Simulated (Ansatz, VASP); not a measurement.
## One calculation of TiH, two programs

```
CELL_PARAMETERS angstrom
0.00000 2.05162 2.05162
1.95581 0.00000 2.05162
1.95581 2.05162 0.00000
ATOMIC_POSITIONS crystal
Ti 0.99905 0.00095 0.00095
H 0.54533 0.45467 0.45467
```

Change from the starting cell: mode 4 frozen in at -0.186 Å, normal strain along x -0.0467.

Alike in both runs: task single point; functional LDA; k mesh 18 × 18 × 18; occupations gaussian, width 0.15 eV; no spin polarisation.

|  | VASP | Ansatz |
| --- | --- | --- |
| version | VASP 6.6.1 | Ansatz 0.2.0 |
| potentials or method | VASP PAW LDA potentials, release 64 (Ti_sv, H), cutoff 520 eV | scalar-relativistic, plane waves, PAW |
| valence electrons in the cell | 13 | 13 |

Ansatz gave:

```
gap on the k mesh at the Fermi level (eV)                     : none
pressure (GPa)                                                : 10.3
traceless stress, the component that is largest in VASP (GPa) : 6.39
rms of the force components (eV/Å)                            : 0.741
```

Q: Estimate VASP's values.

A: gap on the k mesh at the Fermi level (eV): none; pressure (GPa): 10.4; traceless stress, the component that is largest in VASP (GPa): 6.41; rms of the force components (eV/Å): 0.743.

LDA's correlation is that of Perdew and Zunger in VASP and of Perdew and Wang (1992) in Ansatz. Atom by atom the forces differ by 0.002 eV/Å (rms over components). A gap of «none» marks a metal or a gap that the smearing closes.
